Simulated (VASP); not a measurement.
Crystal: TiTe2.

```
Te Ti
1.0
     3.77700    0.00000    0.00000
    -1.88850    3.27098    0.00000
     0.00000    0.00000    6.49800
Te Ti
2 1
Direct
  0.33333 0.66667 0.73720
  0.66667 0.33333 0.26280
  0.00000 0.00000 0.00000
```

| Property | Result |
| --- | --- |
| Program | VASP 6.6.1 |
| Task | relaxation of cell and atoms |
| Functional | PBE |
| Dispersion | D4 |
| Potentials or basis | VASP PAW PBE potentials, release 64 (Te, Ti_sv) |
| Cutoff | 600 eV |
| k mesh | 8 × 8 × 4 |
| Occupations | fermi-dirac, width 0.05 eV |
| Spin | no spin polarisation |

At the start: pressure -1.4 GPa; volume 26.76 Å³/atom.

Problem. Where does the relaxation end?

Solution. Over 10 steps the energy falls by 5.1 meV/atom and the volume is 25.68 Å³/atom (-4.1 %); space group P-3m1 (No. 164, to 0.05 Å).

The path:
| step | energy change (eV) | largest force (eV/Å) | pressure (GPa) | volume (Å³) |
| --- | --- | --- | --- | --- |
| 1 | 0.0000 | 0.0075 | -1.41 | 80.28 |
| 2 | -0.0061 | 0.2960 | 0.84 | 77.57 |
| 3 | -0.0083 | 0.1964 | 0.04 | 78.47 |
| 4 | -0.0115 | 0.1359 | 0.02 | 78.10 |
| 5 | -0.0135 | 0.0228 | -0.01 | 77.43 |
| 6 | -0.0135 | 0.0369 | -0.01 | 77.52 |
| 7 | -0.0144 | 0.0211 | -0.05 | 77.42 |
| 8 | -0.0152 | 0.0178 | -0.14 | 77.18 |
| 9 | -0.0149 | 0.0401 | 0.31 | 76.67 |
| 10 | -0.0153 | 0.0009 | -0.01 | 77.03 |

Final structure:
```cif
data_structure
_symmetry_space_group_name_H-M 'P 1'
_symmetry_Int_Tables_number 1
_cell_length_a 3.7282
_cell_length_b 3.7282
_cell_length_c 6.3991
_cell_angle_alpha 90.000
_cell_angle_beta 90.000
_cell_angle_gamma 120.000
_cell_volume 77.03
loop_
_atom_site_label
_atom_site_type_symbol
_atom_site_fract_x
_atom_site_fract_y
_atom_site_fract_z
_atom_site_occupancy
Te1 Te 0.33333 0.66667 0.73131 1
Te2 Te 0.66667 0.33333 0.26869 1
Ti1 Ti 0.00000 0.00000 0.00000 1
```
